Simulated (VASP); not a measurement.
# Nb (a cell with a defect) in VASP: further runs

Runs on Nb (a cell with a defect). Level: PBE. Tasks: single point.

Program: VASP 6.6.1. These are calculated values, not measurements. Logs are shortened: lines on timing, memory, paths and dates and some standing lists are left out, and cuts for length are marked.

### 1 The cell of the first run

The cell holds a defect, 7 atoms: a = 5.673 Å, b = 5.673 Å, c = 5.673 Å, α = 109.47°, β = 109.47°, γ = 109.47°.

### 2 Single point, PBE

INCAR reads:

```
SYSTEM = Nb
PREC     = Accurate       ! precision mode
ENCUT    = 520            ! plane-wave cutoff, eV
EDIFF    = 1E-6           ! SCF threshold, eV
ISMEAR   = 0              ! smearing method
SIGMA    = 0.1            ! smearing width, eV
LREAL    = .FALSE.        ! projectors in reciprocal space
LASPH    = .TRUE.         ! aspherical terms in the spheres
NELM     = 80             ! most SCF steps
ALGO     = Normal         ! electronic algorithm
ISIF     = 2              ! what is computed and relaxed
LWAVE    = .FALSE.        ! write WAVECAR
LCHARG   = .FALSE.        ! write CHGCAR
GGA      = PE             ! functional
NBANDS   = 54             ! bands
```

KPOINTS reads:

```
regular mesh
0
G
  3 3 3
  0 0 0
```

POSCAR reads:

```
Nb
1.0
   -3.2755560000      3.2755560000      3.2755560000
    3.2755560000     -3.2755560000      3.2755560000
    3.2755560000      3.2755560000     -3.2755560000
Nb
7
Direct
   -0.0009331240     -0.0006272218     -0.0010025779
   -0.0009361769      0.4993859058     -0.0013432834
   -0.0008233717      0.4995568691      0.4987087688
    0.4991877715     -0.0005660108     -0.0012506274
    0.4993419438     -0.0005553256      0.4986837349
    0.4990068862      0.4993162993     -0.0014554781
    0.4991593794      0.4994349051      0.4986483211
```

Potentials or basis: VASP PAW PBE potentials, release 64 (Nb_sv).

Launch:

```bash
$ cat potpaw_PBE.64/Nb_sv/POTCAR > POTCAR
$ mpirun -np 1 vasp_std > vasp.out
```

OUTCAR:

```text
SYSTEM = Nb
   PREC = Accurate
   ENCUT = 520
   EDIFF = 1E-6
   ISMEAR = 0
   LREAL = .FALSE.
   LASPH = .TRUE.
   NELM = 80
   ISIF = 2
   GGA = PE

 ion  position               nearest neighbor table
   1  0.999  0.999  0.999-   4 2.84   2 2.84   7 2.84   7 2.84   2 2.84   4 2.84
   2  0.999  0.499  0.999-   1 2.84   5 2.84   3 2.84   6 2.84   6 2.84   3 2.84   5 2.84   1 2.84

   3  0.999  0.500  0.499-   7 2.84   2 2.84   4 2.84   4 2.84   2 2.84   7 2.84
   4  0.499  0.999  0.999-   1 2.84   5 2.84   3 2.84   6 2.84   6 2.84   3 2.84   5 2.84   1 2.84

   5  0.499  0.999  0.499-   2 2.84   4 2.84   7 2.84   7 2.84   4 2.84   2 2.84
   6  0.499  0.499  0.999-   7 2.84   4 2.84   2 2.84   2 2.84   4 2.84   7 2.84
   7  0.499  0.499  0.499-   1 2.84   5 2.84   3 2.84   6 2.84   6 2.84   3 2.84   5 2.84   1 2.84

  LATTYP: Found a body centered cubic cell.
 ALAT       =     6.5511120000

  Lattice vectors:

 A1 = (  -3.2755560000,   3.2755560000,   3.2755560000)
 A2 = (   3.2755560000,  -3.2755560000,   3.2755560000)
 A3 = (   3.2755560000,   3.2755560000,  -3.2755560000)

Analysis of symmetry for initial positions (statically):
=====================================================================
 Subroutine PRICEL returns:
 Original cell was already a primitive cell.

 Routine SETGRP: Setting up the symmetry group for a
 body centered cubic supercell.

 Subroutine GETGRP returns: Found  1 space group operations
 (whereof  1 operations were pure point group operations)
 out of a pool of 48 trial point group operations.

The static configuration has the point symmetry C_1 .

Analysis of symmetry for dynamics (positions and initial velocities):
=====================================================================
 Subroutine PRICEL returns:
 Original cell was already a primitive cell.

 Routine SETGRP: Setting up the symmetry group for a
 body centered cubic supercell.

 Subroutine GETGRP returns: Found  1 space group operations
 (whereof  1 operations were pure point group operations)
 out of a pool of 48 trial point group operations.

The dynamic configuration has the point symmetry C_1 .

 Subroutine INISYM returns: Found  1 space group operations
 (whereof  1 operations are pure point group operations),
 and found     1 'primitive' translations

----------------------------------------------------------------------------------------

                                     Primitive cell

  volume of cell :     140.5773

  direct lattice vectors                    reciprocal lattice vectors
    -3.275556000  3.275556000  3.275556000     0.000000000  0.152645841  0.152645841
     3.275556000 -3.275556000  3.275556000     0.152645841  0.000000000  0.152645841
     3.275556000  3.275556000 -3.275556000     0.152645841  0.152645841  0.000000000

  length of vectors
     5.673429415  5.673429415  5.673429415     0.215873818  0.215873818  0.215873818

  position of ions in fractional coordinates (direct lattice)
     0.999066876  0.999372778  0.998997422
     0.999063823  0.499385906  0.998656717
     0.999176628  0.499556869  0.498708769
     0.499187771  0.999433989  0.998749373
     0.499341944  0.999444674  0.498683735
     0.499006886  0.499316299  0.998544522
     0.499159379  0.499434905  0.498648321

  ion indices of the primitive-cell ions
   primitive index   ion index
                 1           1
                 2           2
                 3           3
                 4           4
                 5           5
                 6           6
                 7           7

----------------------------------------------------------------------------------------

 KPOINTS: regular mesh

Automatic generation of k-mesh.
 Grid dimensions read from file:
 generate k-points for:    3    3    3

 Generating k-lattice:

  Cartesian coordinates                     Fractional coordinates (reciprocal lattice)
     0.000000000  0.050881947  0.050881947     0.333333333  0.000000000  0.000000000
     0.050881947  0.000000000  0.050881947     0.000000000  0.333333333  0.000000000
     0.050881947  0.050881947  0.000000000     0.000000000  0.000000000  0.333333333

  Length of vectors
     0.071957939  0.071957939  0.071957939

  Shift w.r.t. Gamma in fractional coordinates (k-lattice)
     0.000000000  0.000000000  0.000000000

 Subroutine IBZKPT returns following result:
 ===========================================

 Found     14 irreducible k-points:

 Following reciprocal coordinates:
            Coordinates               Weight
  0.000000  0.000000  0.000000      1.000000
  0.333333  0.000000  0.000000      2.000000
  0.000000  0.333333  0.000000      2.000000
  0.000000  0.000000  0.333333      2.000000
  0.333333  0.000000 -0.333333      2.000000
  0.333333 -0.333333  0.000000      2.000000
  0.000000  0.333333 -0.333333      2.000000
  0.333333  0.333333  0.000000      2.000000
  0.000000  0.333333  0.333333      2.000000
  0.333333  0.000000  0.333333      2.000000
 -0.333333 -0.333333 -0.333333      2.000000
 -0.333333  0.333333  0.333333      2.000000
  0.333333 -0.333333  0.333333      2.000000
  0.333333  0.333333 -0.333333      2.000000
   k-points           NKPTS =     14   k-points in BZ     NKDIM =     14   number of bands    NBANDS=     54
   number of dos      NEDOS =    301   number of ions     NIONS =      7
   total plane-waves  NPLWV =  74088
   dimension x,y,z NGX =    42 NGY =   42 NGZ =   42
   dimension x,y,z NGXF=    84 NGYF=   84 NGZF=   84
   ions per type =               7
   NGX,Y,Z   is equivalent  to a cutoff of  12.31, 12.31, 12.31 a.u.
   NGXF,Y,Z  is equivalent  to a cutoff of  24.61, 24.61, 24.61 a.u.
 SYSTEM =  Nb
   PREC   = accura    normal or accurate (medium, high low for compatibility)
   ISTART =      0    job   : 0-new  1-cont  2-samecut
   ICHARG =      2    charge: 1-file 2-atom 10-const
   ISPIN  =      1    spin polarized calculation?
   LNONCOLLINEAR =      F non collinear calculations
   LSORBIT =      F    spin-orbit coupling
   LASPH  =      T    aspherical Exc in radial PAW
   ENCUT  =  520.0 eV  38.22 Ry    6.18 a.u.  10.55 10.55 10.55*2*pi/ulx,y,z
   NELM   =     80;   NELMIN=  2; NELMDL= -5     # of ELM steps
   EDIFF  = 0.1E-05   stopping-criterion for ELM
   LREAL  =      F    real-space projection
   EDIFFG = 0.1E-04   stopping-criterion for IOM
   NSW    =      0    number of steps for IOM
   IBRION =     -1    ionic relax: 0-MD 1-quasi-New 2-CG
   NFREE  =      0    steps in history (QN), initial steepest desc. (CG)
   ISIF   =      2    stress and relaxation
   ISYM   =      2    0-nonsym 1-usesym 2-fastsym
   POTIM  = 0.5000    time-step for ionic-motion
   TEBEG  =    0.0;   TEEND  =   0.0 temperature during run
   PSTRESS=    0.0 pullay stress
   NELECT =      91.0000    total number of electrons
   NUPDOWN=      -1.0000    fix difference up-down
   EMIN   =  10.00;   EMAX   =-10.00  energy-range for DOS
   EFERMI =   0.00;   METHOD = LEGACY
   ISMEAR =     0;   SIGMA  =   0.10  broadening in eV -4-tet -1-fermi 0-gaus
   EFERMI_NEDOS =   21; number of points for ismear=-14 and -15
   IALGO  =     38    algorithm
   IMIX   =      4    mixing-type and parameters
     AMIX     =   0.40;   BMIX     =  1.00
     AMIX_MAG =   1.60;   BMIX_MAG =  1.00
  volume/ion in A,a.u.               =      20.08       135.52
  Fermi-wavevector in a.u.,A,eV,Ry     =   1.416175  2.676183 27.287188  2.005552
  Thomas-Fermi vector in A             =   2.537537
   LORBIT       =      0    0 simple, 1 ext, 2 COOP (PROOUT), +10 PAW based schemes
   GGA     = PE    functional components
   LHFCALC =     F    Hartree Fock is set to
   AEXX    =    0.0000 exact exchange contribution
   IVDW    =     0    specifies the selected vdW correction
   LEPSILON=     F    determine dielectric tensor
   LRPA    =     F    only Hartree local field effects (RPA)
 non-spin polarized calculation
 Gauss-broadening in eV      SIGMA  =   0.10
  energy-cutoff  :      520.00
  volume of cell :      140.58
 maximum number of plane-waves:      3811
 NGX is ok and might be reduce to    42
   NGX = 21   NGY = 21   NGZ = 21

 number of electron      91.0000008 magnetization

 Free energy of the ion-electron system (eV)
  ---------------------------------------------------
  ext. energy  EPLUGINS =         0.00000000
  ---------------------------------------------------
  free energy    TOTEN  =       -68.83930027 eV

  energy without entropy =      -68.79307751  energy(sigma->0) =      -68.81618889

 E-fermi :   9.8160     XC(G=0): -11.7963

 val. band max:        9.6777978253   @ k =  -0.3333   0.3333   0.3333
 cond. band min:       9.8217390271   @ k =   0.0000   0.0000   0.3333
 fundamental gap:      0.1439412018
 Fermi energy:         9.8159661164

 k-point     1 :       0.0000    0.0000    0.0000
  band No.  band energies     occupation
      1     -44.7550      2.00000
      2     -44.6186      2.00000
      3     -44.6185      2.00000
      4     -44.6185      2.00000
      5     -44.3151      2.00000
      6     -44.3147      2.00000
[... 46 lines left out ...]
     53      13.0492      0.00000
     54      13.1642      0.00000

 k-point     2 :       0.3333    0.0000    0.0000
  band No.  band energies     occupation
      1     -44.7100      2.00000
      2     -44.6366      2.00000
      3     -44.6189      2.00000
      4     -44.6187      2.00000
      5     -44.3157      2.00000
      6     -44.3151      2.00000
[... 46 lines left out ...]
     53      12.4228      0.00000
     54      12.5488      0.00000

 k-point     3 :       0.0000    0.3333    0.0000
  band No.  band energies     occupation
      1     -44.7100      2.00000
      2     -44.6366      2.00000
      3     -44.6189      2.00000
      4     -44.6187      2.00000
      5     -44.3157      2.00000
      6     -44.3151      2.00000
[... 46 lines left out ...]
     53      12.4113      0.00000
     54      12.5708      0.00000
[... 514 lines left out ...]
 k-point    13 :       0.3333   -0.3333    0.3333
  band No.  band energies     occupation
      1     -44.6745      2.00000
      2     -44.6352      2.00000
      3     -44.6351      2.00000
      4     -44.6029      2.00000
      5     -44.3324      2.00000
      6     -44.3169      2.00000
[... 46 lines left out ...]
     53      11.8449      0.00000
     54      11.8643      0.00000

 k-point    14 :       0.3333    0.3333   -0.3333
  band No.  band energies     occupation
      1     -44.6745      2.00000
      2     -44.6351      2.00000
      3     -44.6351      2.00000
      4     -44.6029      2.00000
      5     -44.3326      2.00000
      6     -44.3165      2.00000
[... 46 lines left out ...]
     53      11.8495      0.00000
     54      11.8640      0.00000

------------------------ aborting loop because EDIFF is reached ----------------------------------------

  FORCE on cell =-STRESS in cart. coord.  units (eV):
  Direction    XX          YY          ZZ          XY          YZ          ZX
  --------------------------------------------------------------------------------------
  -------------------------------------------------------------------------------------
  Total       -4.3489055     -4.3494038     -4.3507276      0.0002683     -0.0005062     -0.0005924
  in kB      -49.5650414    -49.5707204    -49.5858088      0.0030579     -0.0057688     -0.0067512
  external PRESSURE =     -49.5738569 kB  Pullay stress =       0.0000000 kB

 VOLUME and BASIS-vectors are now :
 -----------------------------------------------------------------------------
  energy-cutoff  :      520.00
  volume of cell :      140.58
      direct lattice vectors                 reciprocal lattice vectors
    -3.275556000  3.275556000  3.275556000     0.000000000  0.152645841  0.152645841
     3.275556000 -3.275556000  3.275556000     0.152645841  0.000000000  0.152645841
     3.275556000  3.275556000 -3.275556000     0.152645841  0.152645841  0.000000000

 POSITION                                       TOTAL-FORCE (eV/Angst)
 -----------------------------------------------------------------------------------
      3.27327      3.27127      3.27373        -0.004812     -0.002633      0.008167
      1.63443      4.90788      1.63710         0.000547      0.003879      0.001657
     -0.00298      3.27008      3.27564        -0.000185     -0.000637     -0.001128
      4.91004      1.63288      1.63736         0.000632     -0.002649     -0.001432
      3.27158     -0.00465      3.27589         0.001387     -0.001250     -0.003621
      3.27180      3.26978     -0.00072        -0.000015      0.001664     -0.001086
      1.63425      1.63245      1.63760         0.002446      0.001626     -0.002556
 -----------------------------------------------------------------------------------
    total drift:                                0.000259      0.000322      0.000082

  FREE ENERGIE OF THE ION-ELECTRON SYSTEM (eV)
  ---------------------------------------------------
  free  energy   TOTEN  =       -68.8393002663 eV

  energy  without entropy=      -68.7930775149  energy(sigma->0) =      -68.81618889
```

It took 3.4 min on 1 thread of Intel Xeon Platinum 8488C (Sapphire Rapids), shared host; peak memory 0.28 GiB.

Results:

```
Free energy   : -68.8393 eV
Pressure      : -5.0 GPa
Largest force : 0.010 eV/Å
```

Forces on the atoms (eV/Å):
```
Nb  -0.005 -0.003  0.008
Nb   0.001  0.004  0.002
Nb   0.000 -0.001 -0.001
Nb   0.001 -0.003 -0.001
Nb   0.001 -0.001 -0.004
Nb   0.000  0.002 -0.001
Nb   0.002  0.002 -0.003
```

Levels at points of the mesh, in eV from the Fermi level:
```
           k point  band 41  band 42  band 43  band 44  band 45  band 46  band 47  band 48
(0.00, 0.00, 0.00)    -0.74    -0.74    -0.74     1.67     1.67     1.67     2.33     2.33
```

Caveat: the k points lie up to 0.45 Å⁻¹ apart.

### 3 Single point, PBE

INCAR reads:

```
SYSTEM = Nb
ALGO = Normal
EDIFF = 1E-6
ENCUT = 520
GGA = PE
ISIF = 2
ISMEAR = 0
LASPH = .True.
LCHARG = .True.
LELF = .True.
LREAL = .False.
LVHAR = .True.
LWAVE = .False.
NBANDS = 54
NELM = 100
PREC = Accurate
SIGMA = 0.1
```

KPOINTS reads:

```
k-points
0
Gamma
  3 3 3
  0 0 0
```

POSCAR reads:

```
Nb
1.0
   -3.2755560000      3.2755560000      3.2755560000
    3.2755560000     -3.2755560000      3.2755560000
    3.2755560000      3.2755560000     -3.2755560000
Nb
7
Direct
    0.0006783581      0.0015736260      0.4998371269
    0.0006608038      0.5015794265     -0.0001972184
    0.0006789687      0.5015659937      0.4997989654
    0.5007020182      0.0015632461     -0.0002057666
    0.5006817163      0.0015783580      0.4998125509
    0.5006754578      0.5015632461     -0.0001944708
    0.5006676729      0.5015550032      0.4997843114
```

Potentials or basis: VASP PAW PBE potentials, release 64 (Nb_sv).

Launch:

```bash
$ cat potpaw_PBE.64/Nb_sv/POTCAR > POTCAR
$ mpirun -np 1 vasp_std > vasp.out
```

Wall time 3.1 min (1 thread of Intel Xeon Platinum 8488C (Sapphire Rapids), shared host); peak memory 0.28 GiB.

The run converged. Its results:

```
Free energy : -68.8393 eV
Pressure    : -5.0 GPa
```

Levels at points of the mesh, in eV from the Fermi level:
```
           k point  band 42  band 43  band 44  band 45  band 46  band 47
(0.00, 0.00, 0.00)    -0.74    -0.74     1.67     1.67     1.67     2.33
```

Caveat: the k points lie up to 0.45 Å⁻¹ apart.
